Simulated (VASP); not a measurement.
# W (Im-3m) in VASP: further runs, part 2 of 2

VASP 6.6.1. The steps go on from the part before.

## (4) Single point, PBEsol

This run uses another cell than the first one, of 16.30 Å³/atom, 1.042 times its volume.

The input, INCAR:

```
ALGO     = Normal         # electronic algorithm
EDIFF    = 1E-6           # SCF threshold, eV
ENCUT    = 520            # plane-wave cutoff, eV
GGA      = PS             # functional
ISIF     = 2              # what is computed and relaxed
ISMEAR   = -1             # smearing method
LASPH    = T              # aspherical terms in the spheres
LCHARG   = F              # write CHGCAR
LREAL    = F              # projectors in reciprocal space
LWAVE    = F              # write WAVECAR
NBANDS   = 13             # bands
NELM     = 80             # most SCF steps
PREC     = Accurate       # precision mode
SIGMA    = 0.03           # smearing width, eV
```

The input, KPOINTS:

```
k-points
0
Gamma
  14 14 14
```

The input, POSCAR:

```
W
1.0
   -1.5973000000      1.5973000000      1.5973000000
    1.5973000000     -1.5973000000      1.5973000000
    1.5973000000      1.5973000000     -1.5973000000
W
1
Direct
    0.0000000000      0.0000000000      0.0000000000
```

Potentials or basis: VASP PAW PBE potentials, release 64 (W_sv).

Launch:

```bash
$ cat potpaw_PBE.64/W_sv/POTCAR > POTCAR
$ mpirun -np 1 vasp_std > vasp.out
```

OUTCAR:

```text
EDIFF = 1E-6
   ENCUT = 520
   GGA = PS
   ISIF = 2
   ISMEAR = -1
   LASPH = T
   LREAL = F
   NELM = 80
   PREC = Accurate

 ion  position               nearest neighbor table
   1  0.000  0.000  0.000-

  LATTYP: Found a body centered cubic cell.
 ALAT       =     3.1946000000

  Lattice vectors:

 A1 = (  -1.5973000000,   1.5973000000,   1.5973000000)
 A2 = (   1.5973000000,  -1.5973000000,   1.5973000000)
 A3 = (   1.5973000000,   1.5973000000,  -1.5973000000)

Analysis of symmetry for initial positions (statically):
=====================================================================
 Subroutine PRICEL returns:
 Original cell was already a primitive cell.

 Routine SETGRP: Setting up the symmetry group for a
 body centered cubic supercell.

 Subroutine GETGRP returns: Found 48 space group operations
 (whereof 48 operations were pure point group operations)
 out of a pool of 48 trial point group operations.

The static configuration has the point symmetry O_h .

Analysis of symmetry for dynamics (positions and initial velocities):
[... 159 lines left out ...]
 val. band max:       10.9553220217   @ k =  -0.4286   0.5000   0.2857
 cond. band min:      10.9973940776   @ k =   0.5000   0.5000   0.2857
 fundamental gap:      0.0420720560
 Fermi energy:        10.9593847824

 k-point     1 :       0.0000    0.0000    0.0000
  band No.  band energies     occupation
      1     -63.3286      2.00000
      2     -26.9239      2.00000
      3     -26.9239      2.00000
      4     -26.9239      2.00000
      5       1.3794      2.00000
      6       9.6772      2.00000
      7       9.6772      2.00000
      8       9.6772      2.00000
      9      13.0363      0.00000
     10      13.0363      0.00000
     11      25.3552      0.00000
     12      25.3552      0.00000
     13      25.3552      0.00000
[... 354 lines left out ...]
  band No.  band energies     occupation
      1     -63.1957      2.00000
      2     -27.8292      2.00000
      3     -27.6496      2.00000
      4     -27.0718      2.00000
      5       6.5505      2.00000
      6       7.9479      2.00000
      7       8.6201      2.00000
      8      13.2554      0.00000
      9      13.8262      0.00000
     10      18.8772      0.00000
     11      20.7583      0.00000
     12      22.7827      0.00000
     13      27.6778      0.00000

 [... further k-points ...]
[... 5 lines left out ...]
  --------------------------------------------------------------------------------------
  -------------------------------------------------------------------------------------
  Total       -1.0646770     -1.0646770     -1.0646770     -0.0000000     -0.0000000      0.0000000
  in kB     -104.6427105   -104.6427105   -104.6427105     -0.0000000     -0.0000000      0.0000000
  external PRESSURE =    -104.6427105 kB  Pullay stress =       0.0000000 kB

 VOLUME and BASIS-vectors are now :
 -----------------------------------------------------------------------------
  energy-cutoff  :      520.00
  volume of cell :       16.30
      direct lattice vectors                 reciprocal lattice vectors
    -1.597300000  1.597300000  1.597300000     0.000000000  0.313028235  0.313028235
     1.597300000 -1.597300000  1.597300000     0.313028235  0.000000000  0.313028235
     1.597300000  1.597300000 -1.597300000     0.313028235  0.313028235  0.000000000

 POSITION                                       TOTAL-FORCE (eV/Angst)
 -----------------------------------------------------------------------------------
      0.00000      0.00000      0.00000         0.000000      0.000000      0.000000
 -----------------------------------------------------------------------------------
    total drift:                               -0.000000      0.000000     -0.000000

  FREE ENERGIE OF THE ION-ELECTRON SYSTEM (eV)
  ---------------------------------------------------
  free  energy   TOTEN  =       -13.7787297812 eV

  energy  without entropy=      -13.7766627107  energy(sigma->0) =      -13.77769625
```

Wall time 9.9 s (1 thread of Intel Xeon 6975P-C, shared host); peak memory 0.15 GiB.

Results:

* Free energy: -13.7787 eV
* Pressure: -10.5 GPa
* Band gap on the k mesh: zero (band 7 reaches 15.84 eV, above the bottom of band 8 at 9.68 eV)

Levels at points of the mesh, in eV from the Fermi level:
| k point | band 3 | band 4 | band 5 | band 6 | band 7 | band 8 | band 9 | band 10 | band 11 | band 12 |
| --- | --- | --- | --- | --- | --- | --- | --- | --- | --- | --- |
| (0.00, 0.00, 0.00) | -37.88 | -37.88 | -9.58 | -1.28 | -1.28 | -1.28 | 2.08 | 2.08 | 14.40 | 14.40 |
| (0.50, 0.00, 0.00) | -38.27 | -37.89 | -6.20 | -3.53 | 0.52 | 1.96 | 2.90 | 5.82 | 10.52 | 11.35 |
| (0.50, 0.50, 0.50) | -38.71 | -38.71 | -5.72 | -5.72 | 4.88 | 4.88 | 4.88 | 7.95 | 7.95 | 7.95 |

Caveat: the PAW data sets were made with another functional, which shifts forces and pressure a little; spin-orbit coupling is left out, which moves the levels of the heavy elements.

## (5) Summary

```tsv
level	potentials or basis	cell	gap on the mesh (eV)	pressure (GPa)
LDA	VASP PAW LDA potentials, release 64 (W_sv)	a = 2.729 Å, angles 109.5°, 1 atom	none	-3.1
LDA	VASP PAW LDA potentials, release 64 (W_sv)	a = 2.767 Å, angles 109.5°, 1 atom	none	-14.9
PBEsol	VASP PAW PBE potentials, release 64 (W_sv)	a = 2.767 Å, angles 109.5°, 1 atom	none	-10.5
```

Alike in all rows: task single point; no spin polarisation; k mesh 14 × 14 × 14; cutoff (eV) 520; smearing fermi-dirac 0.03 eV.

Caveats: spin-orbit coupling is left out, which moves the levels of the heavy elements; the PAW data sets were made with another functional, which shifts forces and pressure a little (some runs).

Absolute energies hang on the potentials; compare differences alone.
